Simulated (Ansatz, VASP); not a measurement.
O in VASP and in Ansatz

File INCAR:

```
PREC     = Accurate       # precision mode
ENCUT    = 520            # plane-wave cutoff, eV
EDIFF    = 1E-6           # SCF threshold, eV
ISMEAR   = -1             # smearing method
SIGMA    = 0.05           # smearing width, eV
LREAL    = False          # projectors in reciprocal space
LASPH    = True           # aspherical terms in the spheres
NELM     = 100            # most SCF steps
ALGO     = Normal         # electronic algorithm
ISIF     = 2              # what is computed and relaxed
LWAVE    = False          # write WAVECAR
LCHARG   = False          # write CHGCAR
GGA      = PE             # functional
NBANDS   = 13             # bands
```

KPOINTS

```
regular mesh
0
Gamma
  9 9 9
```

Contents of POSCAR:

```
O
1.0
    1.6969892208      0.9797571834      3.7811104103
   -1.6969892208      0.9797571834      3.7811104103
    0.0000000000     -1.9595143668      3.7811104103
O
2
Direct
    0.0546147200      0.0546147200      0.0546147200
    0.9453852800      0.9453852800      0.9453852800
```

The input input.yaml:

```yaml
crystal:
  lattice:
    - [1.6969892208, 0.9797571834, 3.7811104103]
    - [-1.6969892208, 0.9797571834, 3.7811104103]
    - [0.0, -1.9595143668, 3.7811104103]
  atoms:
    - { symbol: O, position: [0.05461472, 0.05461472, 0.05461472] }
    - { symbol: O, position: [0.94538528, 0.94538528, 0.94538528] }
kpoints:
  mp_grid: { grid: [9, 9, 9] }
scf:
  occupations: { method: fermi_dirac, width: 0.05 }
hamiltonian:
  xc: pbe
  pseudopotentials: { kind: all_electron, lapw: { basis_error: 0.0005 } }
output:
  forces: true
  stress: true
  eigenvalues: true
```

Change from the starting cell: volume scaled by 1.04.

Alike in both runs: task single point; functional PBE; k mesh 9 × 9 × 9; occupations fermi-dirac, width 0.05 eV; no spin polarisation.

|  | VASP | Ansatz |
| --- | --- | --- |
| version | VASP 6.6.1 | Ansatz 0.2.0 |
| potentials or method | VASP PAW PBE potentials, release 64 (O), cutoff 520 eV | all-electron LAPW, scalar-relativistic |

Ansatz gave:

* gap on the k mesh at the Fermi level (eV): none
* pressure (GPa): -4.6
* traceless stress, the component that is largest in VASP (GPa): -3.06
* rms of the force components (eV/Å): 0.814

Q: Which values does VASP return?

A: gap on the k mesh at the Fermi level (eV): none; pressure (GPa): -3.1; traceless stress, the component that is largest in VASP (GPa): 0.44; rms of the force components (eV/Å): 0.232.

Atom by atom the forces differ by 0.581 eV/Å (rms over components). A gap of «none» marks a metal or a gap that the smearing closes. Ansatz ran all-electron here, and VASP with PAW potentials.

Noted on VASP's run: the standard files for N, O and F lose accuracy on very short bonds; spin is off for a triplet molecule. Noted on Ansatz's run: spin is off for a triplet molecule.
